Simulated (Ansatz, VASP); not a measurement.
## One calculation of V, two programs

Contents of POSCAR:

```
V
1.0
   -1.4917693513      1.4917693513      1.4917693513
    1.4917693513     -1.4917693513      1.4917693513
    1.4917693513      1.4917693513     -1.4917693513
V
1
Direct
    0.0000000000      0.0000000000      0.0000000000
```

INCAR.step1

```
SYSTEM = V
PREC     = Accurate       ! precision mode
ENCUT    = 520            ! plane-wave cutoff, eV
ISMEAR   = -1             ! smearing method
SIGMA    = 0.1            ! smearing width, eV
LREAL    = .False.        ! projectors in reciprocal space
LASPH    = .True.         ! aspherical terms in the spheres
NELM     = 80             ! most SCF steps
NBANDS   = 12             ! bands
GGA      = PE             ! functional
ALGO     = Normal         ! electronic algorithm
EDIFF    = 1E-4           ! SCF threshold, eV
LWAVE    = .True.         ! write WAVECAR
LCHARG   = .False.        ! write CHGCAR
```

Contents of INCAR.step2:

```
SYSTEM = V
PREC     = Accurate       ! precision mode
ENCUT    = 520            ! plane-wave cutoff, eV
EDIFF    = 1E-6           ! SCF threshold, eV
ISMEAR   = -1             ! smearing method
SIGMA    = 0.1            ! smearing width, eV
LREAL    = .False.        ! projectors in reciprocal space
LASPH    = .True.         ! aspherical terms in the spheres
NELM     = 80             ! most SCF steps
ALGO     = Normal         ! electronic algorithm
ISIF     = 2              ! what is computed and relaxed
LWAVE    = .False.        ! write WAVECAR
LCHARG   = .True.         ! write CHGCAR
METAGGA  = R2SCAN         ! meta-GGA
LMIXTAU  = .True.       
LELF     = .True.         ! ELF
LVHAR    = .True.       
NBANDS   = 12             ! bands
ISTART   = 1
```

KPOINTS

```
regular mesh
0
Gamma
  21 21 21
  0 0 0
```

Input for Ansatz:

```yaml
crystal:
  lattice:
    - [-1.4917693513, 1.4917693513, 1.4917693513]
    - [1.4917693513, -1.4917693513, 1.4917693513]
    - [1.4917693513, 1.4917693513, -1.4917693513]
  atoms:
    - { symbol: V, position: [0.0, 0.0, 0.0] }
hamiltonian:
  xc: r2scan
  pseudopotentials:
    kind: paw
    azcp:
      V: "pseudopotentials/V.paw.azcp"
basis:
  ecutwfc: 500
  fft_grid_basis: typed
kpoints:
  mp_grid: { grid: [21, 21, 21], shift: [0, 0, 0] }
magnetization:
  spin_polarized: false
scf:
  occupations: { method: fermi_dirac, width: 0.1 }
  lower_state_search: "off"
output:
  stress: true
```

Alike in both runs: task single point; functional r2SCAN; k mesh 21 × 21 × 21; occupations fermi-dirac, width 0.1 eV; no spin polarisation.

|  | VASP | Ansatz |
| --- | --- | --- |
| version | VASP 6.6.1 | Ansatz 0.2.0 |
| potentials or method | VASP PAW PBE potentials, release 64 (V_sv), cutoff 520 eV | plane waves (500 eV) with PAW, scalar-relativistic |
| valence electrons in the cell | 13 | 13 |

Ansatz gave:

* pressure (GPa): 0.1

Q: What did VASP give for the same quantities?

A: Pressure (GPa): 0.8.

VASP's potentials were made for PBE, not for r2SCAN.
